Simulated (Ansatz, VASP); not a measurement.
## Two plane-wave programs on InSb

```xyz
2
Lattice="0.0000 3.2393 3.2393 3.2393 0.0000 3.2393 3.2393 3.2393 0.0000" Properties=species:S:1:pos:R:3 pbc="T T T"
In    0.0000    0.0000    0.0000
Sb    4.8589    4.8589    4.8589
```

Alike in both runs: task single point; functional PBEsol; k mesh 6 × 6 × 6; occupations gaussian, width 0.05 eV; no spin polarisation.

|  | VASP | Ansatz |
| --- | --- | --- |
| version | VASP 6.6.1 | Ansatz 0.2.0 |
| potentials or method | VASP PAW PBE potentials, release 64 (In_d, Sb), cutoff 520 eV | scalar-relativistic, plane waves, PAW |
| valence electrons in the cell | 18 | 28 |

|  | VASP | Ansatz | Ansatz less VASP |
| --- | --- | --- | --- |
| gap on the k mesh at the Fermi level (eV) | none | none | - |
| pressure (GPa) | 0.9 | 0.9 | -0.02 |

VASP's potentials were made for PBE, not for PBEsol. A gap of «none» marks a metal or a gap that the smearing closes. VASP's potentials hold 18 valence electrons a cell and Ansatz's 28, so a difference there can come from the potentials and not from the codes.

Neither program's run includes spin-orbit coupling.
